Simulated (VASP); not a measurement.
# AlN (P2_1) in VASP: further runs

The runs below take AlN through single point, with LDA.

Program: VASP 6.6.1. These are calculated values, not measurements. Logs are shortened: lines on timing, memory, paths and dates and some standing lists are left out, and cuts for length are marked.

**1. The cell of the first run**

Symmetry: P2_1, No. 4, monoclinic system. Conventional cell: a = 3.089 Å, b = 4.944 Å, c = 3.089 Å, α = 90.00°, β = 120.00°, γ = 90.00°. Within 2.5 Å of Al (site symmetry 1) lie 4 N at 1.87 to 1.90 Å. Within 2.5 Å of N (site symmetry 1) lie 4 Al at 1.87 to 1.90 Å.

**2. Single point, LDA (atoms displaced along a vibrational mode)**

INCAR reads:

```
PREC = Accurate
ENCUT = 520
EDIFF = 1E-6
ISMEAR = 0
SIGMA = 0.05
LREAL = F
LASPH = T
NELM = 80
ALGO = Normal
ISIF = 2
LWAVE = F
LCHARG = F
GGA = CA
NBANDS = 16
```

KPOINTS reads:

```
regular mesh
0
Gamma
  9 9 6
```

POSCAR reads:

```
AlN
1.0
    3.0887424016      0.0000000000      0.0000000000
   -1.5443712008      2.6749293856      0.0000000000
    0.0000000000      0.0000000000      4.9437688231
Al N
2 2
Direct
    0.3037673525      0.6409463615      0.0015212672
    0.6962326475      0.3590536385      0.5015212672
    0.3597160113      0.6896177243      0.3834787328
    0.6402839887      0.3103822757      0.8834787328
```

Potentials or basis: VASP PAW LDA potentials, release 64 (Al, N).

The run is started by

```
$ cat potpaw_LDA.64/Al/POTCAR potpaw_LDA.64/N/POTCAR > POTCAR
$ mpirun -np 1 vasp_std > vasp.out
```

OUTCAR:

```text
PREC = Accurate
   ENCUT = 520
   EDIFF = 1E-6
   ISMEAR = 0
   LREAL = F
   LASPH = T
   NELM = 80
   ISIF = 2
   GGA = CA

 ion  position               nearest neighbor table
   1  0.304  0.641  0.002-   4 1.87   4 1.88   4 1.88   3 1.90   2 2.96   2 2.96   2 3.06   2 3.06
                             2 3.13   2 3.13
   2  0.696  0.359  0.502-   3 1.87   3 1.88   3 1.88   4 1.90   1 2.96   1 2.96   1 3.06   1 3.06
                             1 3.13   1 3.13
   3  0.360  0.690  0.383-   2 1.87   2 1.88   2 1.88   1 1.90
   4  0.640  0.310  0.883-   1 1.87   1 1.88   1 1.88   2 1.90

  LATTYP: Found a hexagonal cell.
 ALAT       =     3.0887424016
 C/A-ratio  =     1.6005766038

  Lattice vectors:

 A1 = (   3.0887424016,   0.0000000000,   0.0000000000)
 A2 = (  -1.5443712008,   2.6749293856,   0.0000000000)
 A3 = (   0.0000000000,   0.0000000000,   4.9437688231)

Analysis of symmetry for initial positions (statically):
=====================================================================
 Subroutine PRICEL returns:
 Original cell was already a primitive cell.

 Routine SETGRP: Setting up the symmetry group for a
 hexagonal supercell.

 Subroutine GETGRP returns: Found  2 space group operations
 (whereof  1 operations were pure point group operations)
 out of a pool of 24 trial point group operations.

The static configuration has the point symmetry C_1 .
 The point group associated with its full space group is C_2 .

Analysis of symmetry for dynamics (positions and initial velocities):
=====================================================================
 Subroutine PRICEL returns:
 Original cell was already a primitive cell.

 Routine SETGRP: Setting up the symmetry group for a
 hexagonal supercell.

 Subroutine GETGRP returns: Found  2 space group operations
 (whereof  1 operations were pure point group operations)
 out of a pool of 24 trial point group operations.

The dynamic configuration has the point symmetry C_1 .
 The point group associated with its full space group is C_2 .

 Subroutine INISYM returns: Found  2 space group operations
 (whereof  1 operations are pure point group operations),
 and found     1 'primitive' translations

----------------------------------------------------------------------------------------

                                     Primitive cell

  volume of cell :      40.8462

  direct lattice vectors                    reciprocal lattice vectors
     3.088742402  0.000000000  0.000000000     0.323756361  0.186920822  0.000000000
    -1.544371201  2.674929386  0.000000000     0.000000000  0.373841644  0.000000000
     0.000000000  0.000000000  4.943768823     0.000000000  0.000000000  0.202274830

  length of vectors
     3.088742402  3.088742402  4.943768823     0.373841644  0.373841644  0.202274830

  position of ions in fractional coordinates (direct lattice)
     0.303767353  0.640946361  0.001521267
     0.696232647  0.359053639  0.501521267
     0.359716011  0.689617724  0.383478733
     0.640283989  0.310382276  0.883478733

  ion indices of the primitive-cell ions
   primitive index   ion index
                 1           1
                 2           2
                 3           3
                 4           4

----------------------------------------------------------------------------------------

 KPOINTS: regular mesh

Automatic generation of k-mesh.
 Grid dimensions read from file:
 generate k-points for:    9    9    6

 Generating k-lattice:

  Cartesian coordinates                     Fractional coordinates (reciprocal lattice)
     0.035972929  0.020768980  0.000000000     0.111111111 -0.000000000  0.000000000
     0.000000000  0.041537960  0.000000000     0.000000000  0.111111111  0.000000000
     0.000000000  0.000000000  0.033712472     0.000000000  0.000000000  0.166666667

  Length of vectors
     0.041537960  0.041537960  0.033712472

  Shift w.r.t. Gamma in fractional coordinates (k-lattice)
     0.000000000  0.000000000  0.000000000

 Subroutine IBZKPT returns following result:
 ===========================================

 Found    164 irreducible k-points:

 Following reciprocal coordinates:
            Coordinates               Weight
  0.000000  0.000000  0.000000      1.000000
  0.111111  0.000000  0.000000      2.000000
  0.000000  0.111111  0.000000      2.000000
 -0.111111  0.111111  0.000000      2.000000
  0.222222 -0.000000  0.000000      2.000000
  0.000000  0.222222  0.000000      2.000000
[... 16 lines left out ...]
  0.333333  0.111111  0.000000      2.000000
 -0.111111  0.444444  0.000000      2.000000
 [... further k-points ...]
   k-points           NKPTS =    164   k-points in BZ     NKDIM =    164   number of bands    NBANDS=     16
   number of dos      NEDOS =    301   number of ions     NIONS =      4
   total plane-waves  NPLWV =  23040
   dimension x,y,z NGX =    24 NGY =   24 NGZ =   40
   dimension x,y,z NGXF=    48 NGYF=   48 NGZF=   80
   ions per type =               2   2
   NGX,Y,Z   is equivalent  to a cutoff of  12.92, 12.92, 13.45 a.u.
   NGXF,Y,Z  is equivalent  to a cutoff of  25.84, 25.84, 26.90 a.u.
 SYSTEM =  unknown system
   PREC   = accura    normal or accurate (medium, high low for compatibility)
   ISTART =      0    job   : 0-new  1-cont  2-samecut
   ICHARG =      2    charge: 1-file 2-atom 10-const
   ISPIN  =      1    spin polarized calculation?
   LNONCOLLINEAR =      F non collinear calculations
   LSORBIT =      F    spin-orbit coupling
   LASPH  =      T    aspherical Exc in radial PAW
   ENCUT  =  520.0 eV  38.22 Ry    6.18 a.u.   5.74  5.74  9.19*2*pi/ulx,y,z
   NELM   =     80;   NELMIN=  2; NELMDL= -5     # of ELM steps
   EDIFF  = 0.1E-05   stopping-criterion for ELM
   LREAL  =      F    real-space projection
   EDIFFG = 0.1E-04   stopping-criterion for IOM
   NSW    =      0    number of steps for IOM
   IBRION =     -1    ionic relax: 0-MD 1-quasi-New 2-CG
   NFREE  =      0    steps in history (QN), initial steepest desc. (CG)
   ISIF   =      2    stress and relaxation
   ISYM   =      2    0-nonsym 1-usesym 2-fastsym
   POTIM  = 0.5000    time-step for ionic-motion
   TEBEG  =    0.0;   TEEND  =   0.0 temperature during run
   PSTRESS=    0.0 pullay stress
   NELECT =      16.0000    total number of electrons
   NUPDOWN=      -1.0000    fix difference up-down
   EMIN   =  10.00;   EMAX   =-10.00  energy-range for DOS
   EFERMI =   0.00;   METHOD = LEGACY
   ISMEAR =     0;   SIGMA  =   0.05  broadening in eV -4-tet -1-fermi 0-gaus
   EFERMI_NEDOS =   21; number of points for ismear=-14 and -15
   IALGO  =     38    algorithm
   IMIX   =      4    mixing-type and parameters
     AMIX     =   0.40;   BMIX     =  1.00
     AMIX_MAG =   1.60;   BMIX_MAG =  1.00
  volume/ion in A,a.u.               =      10.21        68.91
  Fermi-wavevector in a.u.,A,eV,Ry     =   1.197836  2.263582 19.521797  1.434812
  Thomas-Fermi vector in A             =   2.333741
   LORBIT       =      0    0 simple, 1 ext, 2 COOP (PROOUT), +10 PAW based schemes
   GGA     = CA    functional components
   LHFCALC =     F    Hartree Fock is set to
   AEXX    =    0.0000 exact exchange contribution
   IVDW    =     0    specifies the selected vdW correction
   LEPSILON=     F    determine dielectric tensor
   LRPA    =     F    only Hartree local field effects (RPA)
 non-spin polarized calculation
 Gauss-broadening in eV      SIGMA  =   0.05
  energy-cutoff  :      520.00
  volume of cell :       40.85
 maximum number of plane-waves:      1118
   NGX = 11   NGY = 11   NGZ = 19

 number of electron      15.9999999 magnetization

 Free energy of the ion-electron system (eV)
  ---------------------------------------------------
  ext. energy  EPLUGINS =         0.00000000
  ---------------------------------------------------
  free energy    TOTEN  =       -32.78128096 eV

  energy without entropy =      -32.78128096  energy(sigma->0) =      -32.78128096

 E-fermi :   6.3788     XC(G=0): -11.3461

 val. band max:        6.1663086111   @ k =   0.0000   0.0000   0.0000
 cond. band min:      10.4989039050   @ k =   0.0000   0.0000   0.0000
 fundamental gap:      4.3325952939
 Fermi energy:         6.3787580116

 k-point     1 :       0.0000    0.0000    0.0000
  band No.  band energies     occupation
      1      -9.0517      2.00000
      2      -6.7544      2.00000
      3      -0.0296      2.00000
      4       5.1961      2.00000
      5       5.2714      2.00000
      6       5.7497      2.00000
[... 8 lines left out ...]
     15      19.2678      0.00000
     16      19.6044      0.00000

 k-point     2 :       0.1111    0.0000    0.0000
  band No.  band energies     occupation
      1      -8.8881      2.00000
      2      -6.6578      2.00000
      3       0.1594      2.00000
      4       4.4912      2.00000
      5       5.0166      2.00000
      6       5.1459      2.00000
[... 8 lines left out ...]
     15      19.1254      0.00000
     16      19.4149      0.00000

 k-point     3 :       0.0000    0.1111    0.0000
  band No.  band energies     occupation
      1      -8.8866      2.00000
      2      -6.6623      2.00000
      3       0.1628      2.00000
      4       4.5118      2.00000
      5       5.0392      2.00000
      6       5.2716      2.00000
[... 8 lines left out ...]
     15      19.0252      0.00000
     16      19.3834      0.00000

 k-point     4 :      -0.1111    0.1111    0.0000
  band No.  band energies     occupation
      1      -8.8873      2.00000
      2      -6.6607      2.00000
      3       0.1616      2.00000
      4       4.5158      2.00000
      5       5.0268      2.00000
      6       5.2139      2.00000
[... 8 lines left out ...]
     15      18.9920      0.00000
     16      19.3395      0.00000
[... 324 lines left out ...]
 k-point    22 :       0.3333   -0.1111    0.0000
  band No.  band energies     occupation
      1      -8.0007      2.00000
      2      -6.2316      2.00000
      3       1.2190      2.00000
      4       2.1390      2.00000
      5       2.9610      2.00000
      6       4.3447      2.00000
[... 8 lines left out ...]
     15      19.2249      0.00000
     16      20.1238      0.00000

 k-point    23 :       0.3333    0.1111    0.0000
  band No.  band energies     occupation
      1      -7.3203      2.00000
      2      -6.0818      2.00000
      3       0.9118      2.00000
      4       2.1144      2.00000
      5       2.3433      2.00000
      6       3.7209      2.00000
[... 8 lines left out ...]
     15      18.7892      0.00000
     16      20.7876      0.00000

 k-point    24 :      -0.1111    0.4444    0.0000
  band No.  band energies     occupation
      1      -7.2652      2.00000
      2      -6.1847      2.00000
      3       1.2403      2.00000
      4       2.1222      2.00000
      5       2.2915      2.00000
      6       3.6581      2.00000
[... 8 lines left out ...]
     15      18.3850      0.00000
     16      20.9580      0.00000

 [... further k-points ...]

------------------------ aborting loop because EDIFF is reached ----------------------------------------

  FORCE on cell =-STRESS in cart. coord.  units (eV):
  Direction    XX          YY          ZZ          XY          YZ          ZX
  --------------------------------------------------------------------------------------
  -------------------------------------------------------------------------------------
  Total        0.0422672      0.0987795      0.1459872     -0.1348894      0.0000000      0.0000000
  in kB        1.6579141      3.8745861      5.7262868     -5.2909814      0.0000000      0.0000000
  external PRESSURE =       3.7529290 kB  Pullay stress =       0.0000000 kB

 VOLUME and BASIS-vectors are now :
 -----------------------------------------------------------------------------
  energy-cutoff  :      520.00
  volume of cell :       40.85
      direct lattice vectors                 reciprocal lattice vectors
     3.088742402  0.000000000  0.000000000     0.323756361  0.186920822  0.000000000
    -1.544371201  2.674929386  0.000000000     0.000000000  0.373841644  0.000000000
     0.000000000  0.000000000  4.943768823     0.000000000  0.000000000  0.202274830

 POSITION                                       TOTAL-FORCE (eV/Angst)
 -----------------------------------------------------------------------------------
     -0.05160      1.71449      0.00752         0.327797      0.382110      0.053418
      1.59597      0.96044      2.47941        -0.327797     -0.382110      0.053418
      0.04604      1.84468      1.89583        -0.120191     -0.183436     -0.053418
      1.49833      0.83025      4.36771         0.120191      0.183436     -0.053418
 -----------------------------------------------------------------------------------
    total drift:                                0.000000      0.000000     -0.000489

  FREE ENERGIE OF THE ION-ELECTRON SYSTEM (eV)
  ---------------------------------------------------
  free  energy   TOTEN  =       -32.7812809553 eV

  energy  without entropy=      -32.7812809553  energy(sigma->0) =      -32.78128096
```

Run time: 64 s. Hardware: 1 thread of Intel Xeon 8259CL, shared host; peak memory 0.2 GiB.

What came out:

```
Free energy            : -32.7813 eV
Pressure               : 0.4 GPa
Largest force          : 0.506 eV/Å
Band gap on the k mesh : 4.33 eV
```

Forces on the atoms (eV/Å):
```
Al   0.328  0.382  0.053
Al  -0.328 -0.382  0.053
N   -0.120 -0.183 -0.053
N    0.120  0.183 -0.053
```

Levels at points of the mesh, in eV from the valence-band top:
| k point | band 4 | band 5 | band 6 | band 7 | band 8 | band 9 | band 10 | band 11 | band 12 | band 13 |
| --- | --- | --- | --- | --- | --- | --- | --- | --- | --- | --- |
| (0.00, 0.00, 0.00) | -0.97 | -0.89 | -0.42 | -0.15 | 0.00 | 4.33 | 6.67 | 10.49 | 10.73 | 11.42 |
| (0.00, 0.00, 0.50) | -3.41 | -0.65 | -0.65 | -0.57 | -0.57 | 6.51 | 6.51 | 10.23 | 10.23 | 11.35 |

Caveat: the cell differs from its parent crystal (atoms displaced along a vibrational mode); an odd mesh through Γ misses points on the zone boundary, where band edges can lie.

**3. Single point, LDA (atoms displaced along a vibrational mode)**

INCAR reads:

```
SYSTEM = AlN
PREC = Accurate
ENCUT = 520
EDIFF = 1E-7
ISMEAR = 0
SIGMA = 0.05
LREAL = .False.
LASPH = .True.
NELM = 100
ALGO = Normal
ISIF = 2
LWAVE = .False.
LCHARG = .True.
GGA = CA
LELF = .True.
LVHAR = .True.
NBANDS = 16
```

KPOINTS reads:

```
Automatic mesh
0
Gamma
  9 9 6
  0 0 0
```

POSCAR reads:

```
AlN
1.0
    3.0887424016      0.0000000000      0.0000000000
   -1.5443712008      2.6749293856      0.0000000000
    0.0000000000      0.0000000000      4.9437688231
Al N
2 2
Direct
    0.3207040101      0.6859568955      0.0015212672
    0.6792959899      0.3140431045      0.5015212672
    0.3446028857      0.6494533735      0.3834787328
    0.6553971143      0.3505466265      0.8834787328
```

Potentials or basis: VASP PAW LDA potentials, release 64 (Al, N).

The run is started by

```
$ cat potpaw_LDA.64/Al/POTCAR potpaw_LDA.64/N/POTCAR > POTCAR
$ mpirun -np 1 vasp_std > vasp.out
```

It took 74 s on 1 thread of Intel Xeon 8259CL, shared host; peak memory 0.21 GiB.

It converged, with:

```
Free energy            : -32.7829 eV
Pressure               : 0.4 GPa
Largest force          : 0.461 eV/Å
Band gap on the k mesh : 4.33 eV
```

Forces in eV/Å, atoms in the order of the input:
```
Al   0.358 -0.284  0.053
Al  -0.358  0.284  0.053
N   -0.194  0.139 -0.053
N    0.194 -0.139 -0.053
```

Stress tensor (GPa, compression positive):
```
0.38 0.14 0.00
0.14 0.26 0.00
0.00 0.00 0.55
```

Levels at points of the mesh, in eV from the valence-band top:
| k point | band 4 | band 5 | band 6 | band 7 | band 8 | band 9 | band 10 | band 11 | band 12 | band 13 |
| --- | --- | --- | --- | --- | --- | --- | --- | --- | --- | --- |
| (0.00, 0.00, 0.00) | -0.98 | -0.88 | -0.41 | -0.16 | 0.00 | 4.33 | 6.67 | 10.49 | 10.78 | 11.39 |
| (0.00, 0.00, 0.50) | -3.41 | -0.65 | -0.65 | -0.58 | -0.58 | 6.51 | 6.51 | 10.24 | 10.24 | 11.33 |

Caveat: the cell differs from its parent crystal (atoms displaced along a vibrational mode); an odd mesh through Γ misses points on the zone boundary, where band edges can lie.
